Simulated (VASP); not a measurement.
# SnO (P4/nmm) in VASP: a series of runs, part 2 of 2

VASP 6.6.1.

## Step 4: Single point, LDA (volume scaled by 0.96)

File INCAR:

```
ALGO = Normal
EDIFF = 1E-6
ENCUT = 520
ISIF = 2
ISMEAR = -1
LASPH = T
LCHARG = F
LREAL = F
LWAVE = F
NBANDS = 28
NELM = 60
PREC = Accurate
SIGMA = 0.05
```

File KPOINTS:

```
k-points
0
Gamma
  7 7 6
```

File POSCAR:

```
SnO
1.0
    3.7621524798      0.0000000000      0.0000000000
    0.0000000000      3.7621524798      0.0000000000
    0.0000000000      0.0000000000      4.8208658347
Sn O
2 2
Direct
    0.5000000000      0.0000000000      0.7646261400
    0.0000000000      0.5000000000      0.2353738600
    0.0000000000      0.0000000000      0.0000000000
    0.5000000000      0.5000000000      0.0000000000
```

Potentials or basis: VASP PAW LDA potentials, release 64 (Sn_d, O).

Launch:

```bash
$ cat potpaw_LDA.64/Sn_d/POTCAR potpaw_LDA.64/O/POTCAR > POTCAR
$ mpirun -np 1 vasp_std > vasp.out
```

OUTCAR:

```text
EDIFF = 1E-6
   ENCUT = 520
   ISIF = 2
   ISMEAR = -1
   LASPH = T
   LREAL = F
   NELM = 60
   PREC = Accurate

 ion  position               nearest neighbor table
   1  0.500  0.000  0.765-   3 2.20   4 2.20   4 2.20   3 2.20   2 3.50   2 3.50   2 3.50   2 3.50
                             2 3.69   2 3.69   2 3.69   2 3.69
   2  0.000  0.500  0.235-   3 2.20   4 2.20   3 2.20   4 2.20   1 3.50   1 3.50   1 3.50   1 3.50
                             1 3.69   1 3.69   1 3.69   1 3.69
   3  0.000  0.000  0.000-   1 2.20   2 2.20   2 2.20   1 2.20
   4  0.500  0.500  0.000-   1 2.20   2 2.20   1 2.20   2 2.20

  LATTYP: Found a simple tetragonal cell.
 ALAT       =     3.7621524798
 C/A-ratio  =     1.2814116016

  Lattice vectors:

 A1 = (   3.7621524798,   0.0000000000,   0.0000000000)
 A2 = (   0.0000000000,   3.7621524798,   0.0000000000)
 A3 = (   0.0000000000,   0.0000000000,   4.8208658347)

Analysis of symmetry for initial positions (statically):
=====================================================================
 Subroutine PRICEL returns:
 Original cell was already a primitive cell.

 Routine SETGRP: Setting up the symmetry group for a
 simple tetragonal supercell.

 Subroutine GETGRP returns: Found 16 space group operations
 (whereof  8 operations were pure point group operations)
 out of a pool of 16 trial point group operations.

The static configuration has the point symmetry D_2d.
 The point group associated with its full space group is D_4h.

Analysis of symmetry for dynamics (positions and initial velocities):
=====================================================================
 Subroutine PRICEL returns:
 Original cell was already a primitive cell.

 Routine SETGRP: Setting up the symmetry group for a
 simple tetragonal supercell.

 Subroutine GETGRP returns: Found 16 space group operations
 (whereof  8 operations were pure point group operations)
 out of a pool of 16 trial point group operations.

The dynamic configuration has the point symmetry D_2d.
 The point group associated with its full space group is D_4h.
[... 117 lines left out ...]
   EFERMI =   0.00;   METHOD = LEGACY
   ISMEAR =    -1;   SIGMA  =   0.05  broadening in eV -4-tet -1-fermi 0-gaus
   EFERMI_NEDOS =   21; number of points for ismear=-14 and -15
   IALGO  =     38    algorithm
   IMIX   =      4    mixing-type and parameters
     AMIX     =   0.40;   BMIX     =  1.00
     AMIX_MAG =   1.60;   BMIX_MAG =  1.00
  volume/ion in A,a.u.               =      17.06       115.12
  Fermi-wavevector in a.u.,A,eV,Ry     =   1.370131  2.589173 25.541673  1.877260
  Thomas-Fermi vector in A             =   2.495945
   LORBIT       =      0    0 simple, 1 ext, 2 COOP (PROOUT), +10 PAW based schemes
   GGA     = CA    functional components
   LHFCALC =     F    Hartree Fock is set to
   AEXX    =    0.0000 exact exchange contribution
   IVDW    =     0    specifies the selected vdW correction
   LEPSILON=     F    determine dielectric tensor
   LRPA    =     F    only Hartree local field effects (RPA)
 non-spin polarized calculation
  energy-cutoff  :      520.00
  volume of cell :       68.23
 maximum number of plane-waves:      1852
 NGX is ok and might be reduce to    28
   NGX = 13   NGY = 13   NGZ = 17

 number of electron      40.0000016 magnetization

 Free energy of the ion-electron system (eV)
  ---------------------------------------------------
  ext. energy  EPLUGINS =         0.00000000
  ---------------------------------------------------
  free energy    TOTEN  =       -25.71147302 eV

  energy without entropy =      -25.71082242  energy(sigma->0) =      -25.71114772

 E-fermi :   7.4098     XC(G=0): -10.7876

 val. band max:        7.2456185532   @ k =   0.0000   0.0000   0.0000
 cond. band min:       7.5515005829   @ k =   0.4286   0.4286   0.0000
 fundamental gap:      0.3058820297
 Fermi energy:         7.4098434172

 k-point     1 :       0.0000    0.0000    0.0000
  band No.  band energies     occupation
      1     -14.7875      2.00000
      2     -14.2850      2.00000
      3     -14.2850      2.00000
      4     -14.2789      2.00000
      5     -14.2187      2.00000
      6     -14.2159      2.00000
[... 733 lines left out ...]
     27      16.0644      0.00000
     28      16.9136      0.00000

 [... further k-points ...]
[... 5 lines left out ...]
  --------------------------------------------------------------------------------------
  -------------------------------------------------------------------------------------
  Total        0.5071271      0.5071271      0.2825099      0.0000000      0.0000000      0.0000000
  in kB       11.9077461     11.9077461      6.6335555      0.0000000      0.0000000      0.0000000
  external PRESSURE =      10.1496826 kB  Pullay stress =       0.0000000 kB

 VOLUME and BASIS-vectors are now :
 -----------------------------------------------------------------------------
  energy-cutoff  :      520.00
  volume of cell :       68.23
      direct lattice vectors                 reciprocal lattice vectors
     3.762152480  0.000000000  0.000000000     0.265805282  0.000000000  0.000000000
     0.000000000  3.762152480  0.000000000     0.000000000  0.265805282  0.000000000
     0.000000000  0.000000000  4.820865835     0.000000000  0.000000000  0.207431618

 POSITION                                       TOTAL-FORCE (eV/Angst)
 -----------------------------------------------------------------------------------
      1.88108      0.00000      3.68616         0.000000      0.000000     -0.460133
      0.00000      1.88108      1.13471        -0.000000      0.000000      0.460133
      0.00000      0.00000      0.00000        -0.000000      0.000000      0.000000
      1.88108      1.88108      0.00000         0.000000     -0.000000      0.000000
 -----------------------------------------------------------------------------------
    total drift:                                0.000000      0.000000      0.000000

  FREE ENERGIE OF THE ION-ELECTRON SYSTEM (eV)
  ---------------------------------------------------
  free  energy   TOTEN  =       -25.7114730241 eV

  energy  without entropy=      -25.7108224239  energy(sigma->0) =      -25.71114772
```

OSZICAR:

```text
N       E                     dE             d eps       ncg     rms          rms(c)
DAV:   1     0.415804340446E+03    0.41580E+03   -0.19945E+04  2336   0.222E+03
DAV:   2     0.344739920938E+02   -0.38133E+03   -0.36592E+03  2308   0.541E+02
DAV:   3    -0.263603697435E+02   -0.60834E+02   -0.59750E+02  2584   0.182E+02
DAV:   4    -0.292179163789E+02   -0.28575E+01   -0.28444E+01  2592   0.418E+01
DAV:   5    -0.292840791161E+02   -0.66163E-01   -0.66152E-01  2480   0.700E+00    0.115E+01
DAV:   6    -0.258061480552E+02    0.34779E+01   -0.15627E+01  3604   0.446E+01    0.498E+00
DAV:   7    -0.257651257045E+02    0.41022E-01   -0.18883E+00  2688   0.852E+00    0.244E+00
DAV:   8    -0.257247551873E+02    0.40371E-01   -0.31417E-01  3040   0.379E+00    0.780E-01
DAV:   9    -0.257110665232E+02    0.13689E-01   -0.45016E-02  3424   0.236E+00    0.208E-01
DAV:  10    -0.257117028301E+02   -0.63631E-03   -0.56856E-03  3172   0.674E-01    0.114E-01
DAV:  11    -0.257114588700E+02    0.24396E-03   -0.10862E-03  3460   0.339E-01    0.198E-02
DAV:  12    -0.257114780753E+02   -0.19205E-04   -0.19473E-04  2368   0.788E-02    0.252E-02
DAV:  13    -0.257114728364E+02    0.52389E-05   -0.21382E-05  3120   0.448E-02    0.299E-03
DAV:  14    -0.257114730241E+02   -0.18770E-06   -0.17332E-06  1816   0.817E-03
   1 F= -.25711473E+02 E0= -.25711148E+02  d E =-.650600E-03
```

Wall time 25 s (1 thread of Intel Xeon 6975P-C (Granite Rapids), shared host); peak memory 0.19 GiB.

Results:

| Property | Result |
| --- | --- |
| Free energy | -25.7115 eV |
| Pressure | 1.0 GPa |
| Largest force | 0.460 eV/Å |
| Band gap on the k mesh | 0.31 eV, indirect (least direct gap 1.95 eV) |

Forces on the atoms (eV/Å):
```
Sn   0.000  0.000 -0.460
Sn   0.000  0.000  0.460
O    0.000  0.000  0.000
O    0.000  0.000  0.000
```

Caveat: spin-orbit coupling is left out, which moves the levels of the heavy elements. A k mesh can miss the band edges.

## Step 5: Summary

```tsv
level	potentials or basis	cell	smearing	gap on the mesh (eV)	pressure (GPa)	largest force (eV/Å)
PBE	VASP PAW PBE potentials, release 64 (Sn_d, O)	a = 3.814, b = 3.814, c = 4.887 Å, 4 atoms	gaussian 0.028 eV	0.38	3.8	0.46
LDA	VASP PAW LDA potentials, release 64 (Sn_d, O)	a = 3.736, b = 3.736, c = 4.787 Å, 4 atoms	fermi-dirac 0.05 eV	0.23	3.4	0.79
LDA	VASP PAW LDA potentials, release 64 (Sn_d, O)	a = 3.762, b = 3.762, c = 4.821 Å, 4 atoms	fermi-dirac 0.05 eV	0.31	1.0	0.46
```

Alike in all rows: task single point; no spin polarisation; k mesh 7 × 7 × 6; cutoff (eV) 520.

Caveats: spin-orbit coupling is left out, which moves the levels of the heavy elements.

Absolute energies hang on the potentials; compare differences alone.
